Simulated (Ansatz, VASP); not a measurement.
One calculation of Br, two programs

INCAR

```
SYSTEM = Br
  ALGO = Normal
  EDIFF = 1E-6
  EDIFFG = -0.01
  ENCUT = 600
  GGA = PS
  IBRION = 2
  ISIF = 3
  ISMEAR = -1
  LASPH = .True.
  LCHARG = .False.
  LREAL = .False.
  LWAVE = .False.
  NELM = 60
  NSW = 80
  PREC = Accurate
  SIGMA = 0.05
```

Contents of KPOINTS:

```
k-points
0
Gamma
  5 5 2
  0 0 0
```

The input POSCAR:

```
Br
1.0
    3.2836000000     -2.2339000000      0.0000000000
    3.2836000000      2.2339000000      0.0000000000
    0.0000000000      0.0000000000      8.6938000000
Br
4
Direct
    0.8610000000      0.1390000000      0.1114000000
    0.6390000000      0.3610000000      0.6114000000
    0.1390000000      0.8610000000      0.8886000000
    0.3610000000      0.6390000000      0.3886000000
```

Input for Ansatz:

```yaml
crystal:
  lattice:
    - [3.2836, -2.2339, 0.0]
    - [3.2836, 2.2339, 0.0]
    - [0.0, 0.0, 8.6938]
  atoms:
    - { symbol: Br, position: [0.861, 0.139, 0.1114] }
    - { symbol: Br, position: [0.639, 0.361, 0.6114] }
    - { symbol: Br, position: [0.139, 0.861, 0.8886] }
    - { symbol: Br, position: [0.361, 0.639, 0.3886] }
hamiltonian:
  xc: pbesol
  pseudopotentials:
    kind: paw
    azcp:
      Br: "pseudopotentials/Br.paw.azcp"
basis:
  ecutwfc: 420
  fft_grid_basis: typed
kpoints:
  mp_grid: { grid: [5, 5, 2], shift: [0, 0, 0] }
magnetization:
  spin_polarized: false
scf:
  occupations: { method: fermi_dirac, width: 0.05 }
relax:
  max_steps: 60
  f_tol: 0.01
  cell: {}
```

Alike in both runs: task relaxation of cell and atoms; functional PBEsol; k mesh 5 × 5 × 2; occupations fermi-dirac, width 0.05 eV; no spin polarisation.

|  | VASP | Ansatz |
| --- | --- | --- |
| version | VASP 6.6.1 | Ansatz 0.2.0 |
| potentials or method | VASP PAW PBE potentials, release 64 (Br), cutoff 600 eV | plane waves (420 eV) with PAW, scalar-relativistic |
| valence electrons in the cell | 28 | 28 |

Ansatz gave:

- relaxed volume (Å³/atom): 30.89
- relaxed length of the cell vector where the two differ most in proportion (Å): 8.573

Question: What did VASP give for the same quantities?

Answer: Relaxed volume (Å³/atom): 30.91; relaxed length of the cell vector where the two differ most in proportion (Å): 8.578.

VASP's potentials were made for PBE, not for PBEsol, and Ansatz warns of the same on its side.
